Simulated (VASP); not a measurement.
# AlN (P6_3/mmc) in VASP: a series of runs

AlN is run at these levels: LDA; tasks: single point.

Everything below comes from runs of VASP 6.6.1. Logs are shortened: lines on timing, memory, paths and dates and some standing lists are left out, and cuts for length are marked.

## Step 1: The cell of the first run

It takes space group P6_3/mmc (No. 194, hexagonal). The conventional cell has a = 3.244 Å, b = 3.244 Å, c = 4.044 Å, α = 90.00°, β = 90.00°, γ = 120.00°. Within 2.5 Å of Al (site symmetry -6m2) lie 5 N at 1.87 to 2.02 Å. N (site symmetry -6m2) has 5 Al at 1.87 to 2.02 Å within 2.5 Å.

## Step 2: Single point, LDA

INCAR reads:

```
PREC = Accurate
ENCUT = 520
EDIFF = 1E-7
ISMEAR = 0
SIGMA = 0.01
LREAL = False
LASPH = True
NELM = 100
ALGO = Normal
ISIF = 2
LWAVE = False
LCHARG = True
LELF = True
LVHAR = True
NBANDS = 16
```

KPOINTS reads:

```
Automatic mesh
0
Gamma
  6 6 4
```

POSCAR reads:

```
AlN
1.0
    3.2442712997      0.0000000000      0.0000000000
   -1.6221356499      2.8096213623      0.0000000000
    0.0000000000      0.0000000000      4.0440936031
Al N
2 2
Direct
    0.3333333333      0.6666666667      0.7500000000
    0.6666666667      0.3333333333      0.2500000000
    0.3333333333      0.6666666667      0.2500000000
    0.6666666667      0.3333333333      0.7500000000
```

Potentials or basis: VASP PAW LDA potentials, release 64 (Al, N).

Launch:

```sh
$ cat potpaw_LDA.64/Al/POTCAR potpaw_LDA.64/N/POTCAR > POTCAR
$ mpirun -np 1 vasp_std > vasp.out
```

OUTCAR:

```text
PREC = Accurate
   ENCUT = 520
   EDIFF = 1E-7
   ISMEAR = 0
   LREAL = False
   LASPH = True
   NELM = 100
   ISIF = 2

 ion  position               nearest neighbor table
   1  0.333  0.667  0.750-   4 1.87   4 1.87   4 1.87   3 2.02   3 2.02   2 2.76   2 2.76   2 2.76
                             2 2.76   2 2.76   2 2.76
   2  0.667  0.333  0.250-   3 1.87   3 1.87   3 1.87   4 2.02   4 2.02   1 2.76   1 2.76   1 2.76
                             1 2.76   1 2.76   1 2.76
   3  0.333  0.667  0.250-   2 1.87   2 1.87   2 1.87   1 2.02   1 2.02
   4  0.667  0.333  0.750-   1 1.87   1 1.87   1 1.87   2 2.02   2 2.02

  LATTYP: Found a hexagonal cell.
 ALAT       =     3.2442712997
 C/A-ratio  =     1.2465337296

  Lattice vectors:

 A1 = (   3.2442712997,   0.0000000000,   0.0000000000)
 A2 = (  -1.6221356499,   2.8096213623,   0.0000000000)
 A3 = (   0.0000000000,   0.0000000000,   4.0440936031)

Analysis of symmetry for initial positions (statically):
=====================================================================
 Subroutine PRICEL returns:
 Original cell was already a primitive cell.

 Routine SETGRP: Setting up the symmetry group for a
 hexagonal supercell.

 Subroutine GETGRP returns: Found 24 space group operations
 (whereof 12 operations were pure point group operations)
 out of a pool of 24 trial point group operations.

The static configuration has the point symmetry D_3d.
 The point group associated with its full space group is D_6h.

Analysis of symmetry for dynamics (positions and initial velocities):
=====================================================================
 Subroutine PRICEL returns:
 Original cell was already a primitive cell.

 Routine SETGRP: Setting up the symmetry group for a
 hexagonal supercell.

 Subroutine GETGRP returns: Found 24 space group operations
 (whereof 12 operations were pure point group operations)
 out of a pool of 24 trial point group operations.

The dynamic configuration has the point symmetry D_3d.
 The point group associated with its full space group is D_6h.

 Subroutine INISYM returns: Found 24 space group operations
 (whereof 12 operations are pure point group operations),
 and found     1 'primitive' translations

----------------------------------------------------------------------------------------

                                     Primitive cell

  volume of cell :      36.8626

  direct lattice vectors                    reciprocal lattice vectors
     3.244271300  0.000000000  0.000000000     0.308235628  0.177959923  0.000000000
    -1.622135650  2.809621362  0.000000000     0.000000000  0.355919845  0.000000000
     0.000000000  0.000000000  4.044093603     0.000000000  0.000000000  0.247274197

  length of vectors
     3.244271300  3.244271300  4.044093603     0.355919845  0.355919845  0.247274197

  position of ions in fractional coordinates (direct lattice)
     0.333333333  0.666666667  0.750000000
     0.666666667  0.333333333  0.250000000
     0.333333333  0.666666667  0.250000000
     0.666666667  0.333333333  0.750000000

  ion indices of the primitive-cell ions
   primitive index   ion index
                 1           1
                 2           2
                 3           3
                 4           4

----------------------------------------------------------------------------------------

 KPOINTS: Automatic mesh

Automatic generation of k-mesh.
 Grid dimensions read from file:
 generate k-points for:    6    6    4

 Generating k-lattice:

  Cartesian coordinates                     Fractional coordinates (reciprocal lattice)
     0.051372605  0.029659987  0.000000000     0.166666667  0.000000000  0.000000000
     0.000000000  0.059319974  0.000000000     0.000000000  0.166666667  0.000000000
     0.000000000  0.000000000  0.061818549     0.000000000  0.000000000  0.250000000

  Length of vectors
     0.059319974  0.059319974  0.061818549

  Shift w.r.t. Gamma in fractional coordinates (k-lattice)
     0.000000000  0.000000000  0.000000000

 Subroutine IBZKPT returns following result:
 ===========================================

 Found     21 irreducible k-points:

 Following reciprocal coordinates:
            Coordinates               Weight
  0.000000  0.000000  0.000000      1.000000
  0.166667  0.000000  0.000000      6.000000
  0.333333  0.000000  0.000000      6.000000
  0.500000  0.000000  0.000000      3.000000
  0.166667  0.166667  0.000000      6.000000
  0.333333  0.166667  0.000000     12.000000
[... 13 lines left out ...]
  0.333333  0.166667  0.500000     12.000000
  0.333333  0.333333  0.500000      2.000000
   k-points           NKPTS =     21   k-points in BZ     NKDIM =     21   number of bands    NBANDS=     16
   number of dos      NEDOS =    301   number of ions     NIONS =      4
   total plane-waves  NPLWV =  17280
   dimension x,y,z NGX =    24 NGY =   24 NGZ =   30
   dimension x,y,z NGXF=    48 NGYF=   48 NGZF=   60
   ions per type =               2   2
   NGX,Y,Z   is equivalent  to a cutoff of  12.30, 12.30, 12.33 a.u.
   NGXF,Y,Z  is equivalent  to a cutoff of  24.60, 24.60, 24.66 a.u.
 SYSTEM =  unknown system
   PREC   = accura    normal or accurate (medium, high low for compatibility)
   ISTART =      0    job   : 0-new  1-cont  2-samecut
   ICHARG =      2    charge: 1-file 2-atom 10-const
   ISPIN  =      1    spin polarized calculation?
   LNONCOLLINEAR =      F non collinear calculations
   LSORBIT =      F    spin-orbit coupling
   LASPH  =      T    aspherical Exc in radial PAW
   ENCUT  =  520.0 eV  38.22 Ry    6.18 a.u.   6.03  6.03  7.52*2*pi/ulx,y,z
   NELM   =    100;   NELMIN=  2; NELMDL= -5     # of ELM steps
   EDIFF  = 0.1E-06   stopping-criterion for ELM
   LREAL  =      F    real-space projection
   EDIFFG = 0.1E-05   stopping-criterion for IOM
   NSW    =      0    number of steps for IOM
   IBRION =     -1    ionic relax: 0-MD 1-quasi-New 2-CG
   NFREE  =      0    steps in history (QN), initial steepest desc. (CG)
   ISIF   =      2    stress and relaxation
   ISYM   =      2    0-nonsym 1-usesym 2-fastsym
   POTIM  = 0.5000    time-step for ionic-motion
   TEBEG  =    0.0;   TEEND  =   0.0 temperature during run
   PSTRESS=    0.0 pullay stress
   NELECT =      16.0000    total number of electrons
   NUPDOWN=      -1.0000    fix difference up-down
   EMIN   =  10.00;   EMAX   =-10.00  energy-range for DOS
   EFERMI =   0.00;   METHOD = LEGACY
   ISMEAR =     0;   SIGMA  =   0.01  broadening in eV -4-tet -1-fermi 0-gaus
   EFERMI_NEDOS =   21; number of points for ismear=-14 and -15
   IALGO  =     38    algorithm
   IMIX   =      4    mixing-type and parameters
     AMIX     =   0.40;   BMIX     =  1.00
     AMIX_MAG =   1.60;   BMIX_MAG =  1.00
  volume/ion in A,a.u.               =       9.22        62.19
  Fermi-wavevector in a.u.,A,eV,Ry     =   1.239518  2.342349 20.904051  1.536404
  Thomas-Fermi vector in A             =   2.373998
   LORBIT       =      0    0 simple, 1 ext, 2 COOP (PROOUT), +10 PAW based schemes
   GGA     = CA    functional components
   LHFCALC =     F    Hartree Fock is set to
   AEXX    =    0.0000 exact exchange contribution
   IVDW    =     0    specifies the selected vdW correction
   LEPSILON=     F    determine dielectric tensor
   LRPA    =     F    only Hartree local field effects (RPA)
 non-spin polarized calculation
 Gauss-broadening in eV      SIGMA  =   0.01
  energy-cutoff  :      520.00
  volume of cell :       36.86
 maximum number of plane-waves:      1008
   NGX = 13   NGY = 13   NGZ = 15

 number of electron      16.0000000 magnetization

 Free energy of the ion-electron system (eV)
  ---------------------------------------------------
  ext. energy  EPLUGINS =         0.00000000
  ---------------------------------------------------
  free energy    TOTEN  =       -32.44650776 eV

  energy without entropy =      -32.44650776  energy(sigma->0) =      -32.44650776

 E-fermi :   8.6150     XC(G=0): -11.8263

 val. band max:        8.5145307880   @ k =   0.0000   0.0000   0.0000
 cond. band min:      12.3933427020   @ k =   0.0000   0.0000   0.0000
 fundamental gap:      3.8788119140
 Fermi energy:         8.6150303685

 k-point     1 :       0.0000    0.0000    0.0000
  band No.  band energies     occupation
      1      -8.6799      2.00000
      2      -4.4803      2.00000
      3       1.2197      2.00000
      4       5.0223      2.00000
      5       5.0223      2.00000
      6       6.8375      2.00000
[... 8 lines left out ...]
     15      20.5589      0.00000
     16      20.5589      0.00000

 k-point     2 :       0.1667    0.0000    0.0000
  band No.  band energies     occupation
      1      -8.3395      2.00000
      2      -4.4962      2.00000
      3       1.5716      2.00000
      4       3.9842      2.00000
      5       4.5958      2.00000
      6       5.9405      2.00000
[... 8 lines left out ...]
     15      19.4958      0.00000
     16      21.0371      0.00000

 k-point     3 :       0.3333    0.0000    0.0000
  band No.  band energies     occupation
      1      -7.4247      2.00000
      2      -4.7786      2.00000
      3       2.3975      2.00000
      4       2.5471      2.00000
      5       3.9798      2.00000
      6       4.7198      2.00000
[... 8 lines left out ...]
     15      20.1513      0.00000
     16      22.1289      0.00000

 k-point     4 :       0.5000    0.0000    0.0000
  band No.  band energies     occupation
      1      -6.6099      2.00000
      2      -5.3091      2.00000
      3       1.7994      2.00000
      4       3.4630      2.00000
      5       3.7317      2.00000
      6       4.2074      2.00000
[... 8 lines left out ...]
     15      22.1667      0.00000
     16      22.6374      0.00000
[... 267 lines left out ...]
 k-point    19 :       0.1667    0.1667    0.5000
  band No.  band energies     occupation
      1      -6.3395      2.00000
      2      -6.3395      2.00000
      3       2.2792      2.00000
      4       2.2792      2.00000
      5       4.8683      2.00000
      6       4.8683      2.00000
[... 8 lines left out ...]
     15      20.3615      0.00000
     16      20.3615      0.00000

 k-point    20 :       0.3333    0.1667    0.5000
  band No.  band energies     occupation
      1      -5.7690      2.00000
      2      -5.7690      2.00000
      3       1.2200      2.00000
      4       1.2200      2.00000
      5       4.0402      2.00000
      6       4.0402      2.00000
[... 8 lines left out ...]
     15      21.4066      0.00000
     16      21.4066      0.00000

 k-point    21 :       0.3333    0.3333    0.5000
  band No.  band energies     occupation
      1      -5.5620      2.00000
      2      -5.5620      2.00000
      3       1.2945      2.00000
      4       1.2945      2.00000
      5       3.0330      2.00000
      6       3.0330      2.00000
[... 8 lines left out ...]
     15      21.6926      0.00000
     16      21.6926      0.00000

------------------------ aborting loop because EDIFF is reached ----------------------------------------

  FORCE on cell =-STRESS in cart. coord.  units (eV):
  Direction    XX          YY          ZZ          XY          YZ          ZX
  --------------------------------------------------------------------------------------
  -------------------------------------------------------------------------------------
  Total        2.0249313      2.0249313      1.9561023     -0.0000000     -0.0000000      0.0000000
  in kB       88.0105456     88.0105456     85.0189990     -0.0000000     -0.0000000      0.0000000
  external PRESSURE =      87.0133634 kB  Pullay stress =       0.0000000 kB

 VOLUME and BASIS-vectors are now :
 -----------------------------------------------------------------------------
  energy-cutoff  :      520.00
  volume of cell :       36.86
      direct lattice vectors                 reciprocal lattice vectors
     3.244271300  0.000000000  0.000000000     0.308235628  0.177959923  0.000000000
    -1.622135650  2.809621362  0.000000000     0.000000000  0.355919845  0.000000000
     0.000000000  0.000000000  4.044093603     0.000000000  0.000000000  0.247274197

 POSITION                                       TOTAL-FORCE (eV/Angst)
 -----------------------------------------------------------------------------------
     -0.00000      1.87308      3.03307         0.000000     -0.000000      0.000000
      1.62214      0.93654      1.01102        -0.000000      0.000000      0.000000
     -0.00000      1.87308      1.01102         0.000000     -0.000000      0.000000
      1.62214      0.93654      3.03307        -0.000000      0.000000      0.000000
 -----------------------------------------------------------------------------------
    total drift:                               -0.000000      0.000000     -0.000000

  FREE ENERGIE OF THE ION-ELECTRON SYSTEM (eV)
  ---------------------------------------------------
  free  energy   TOTEN  =       -32.4465077650 eV

  energy  without entropy=      -32.4465077650  energy(sigma->0) =      -32.44650776
```

Wall time 7.5 s (1 thread of Intel Xeon 6975P-C, shared host); peak memory 0.13 GiB.

Results:

```
Free energy            : -32.4465 eV
Pressure               : 8.7 GPa
Band gap on the k mesh : 3.88 eV, direct
```

Stress tensor (GPa, compression positive):
```
8.80 0.00 0.00
0.00 8.80 0.00
0.00 0.00 8.50
```

## Step 3: Single point, LDA

This run uses another cell than the first one, of 9.53 Å³/atom, 1.034 times its volume.

INCAR reads:

```
SYSTEM = AlN
PREC     = Accurate       ! precision mode
ENCUT    = 520            ! plane-wave cutoff, eV
EDIFF    = 1E-7           ! SCF threshold, eV
ISMEAR   = 0              ! smearing method
SIGMA    = 0.01           ! smearing width, eV
LREAL    = .FALSE.        ! projectors in reciprocal space
LASPH    = .TRUE.         ! aspherical terms in the spheres
NELM     = 100            ! most SCF steps
ALGO     = Normal         ! electronic algorithm
ISIF     = 2              ! what is computed and relaxed
LWAVE    = .FALSE.        ! write WAVECAR
LCHARG   = .FALSE.        ! write CHGCAR
NBANDS   = 16             ! bands
```

KPOINTS reads:

```
Automatic mesh
0
G
  6 6 4
  0 0 0
```

POSCAR reads:

```
AlN
1.0
    3.2757073528      0.0000000000      0.0000000000
   -1.6378536764      2.8368457829      0.0000000000
    0.0000000000      0.0000000000      4.1017798274
Al N
2 2
Direct
    0.3333333333      0.6666666667      0.7500000000
    0.6666666667      0.3333333333      0.2500000000
    0.3333333333      0.6666666667      0.2500000000
    0.6666666667      0.3333333333      0.7500000000
```

Potentials or basis: VASP PAW LDA potentials, release 64 (Al, N).

Launch:

```sh
$ cat potpaw_LDA.64/Al/POTCAR potpaw_LDA.64/N/POTCAR > POTCAR
$ mpirun -np 1 vasp_std > vasp.out
```

It took 5.5 s on 1 thread of Intel Xeon 6975P-C, shared host; peak memory 0.13 GiB.

The run converged. Its results:

- Free energy: -32.4827 eV
- Pressure: 0.6 GPa
- Band gap on the k mesh: 3.63 eV, direct

Stress tensor (GPa, compression positive):
```
0.70 0.00 0.00
0.00 0.70 0.00
0.00 0.00 0.42
```

Levels at points of the mesh, in eV from the valence-band top:
```csv
k point,band 5,band 6,band 7,band 8,band 9,band 10,band 11,band 12
"(0.00, 0.00, 0.00)",-3.39,-1.63,-1.63,0.00,3.63,4.59,8.26,8.26
"(0.50, 0.00, 0.00)",-4.65,-4.29,-3.02,-1.41,3.84,7.23,7.49,9.16
"(0.00, 0.00, 0.50)",-2.55,-2.55,-2.55,-2.55,5.87,5.87,8.41,8.41
"(0.50, 0.00, 0.50)",-3.34,-3.34,-1.79,-1.79,5.14,5.14,9.61,9.61
```
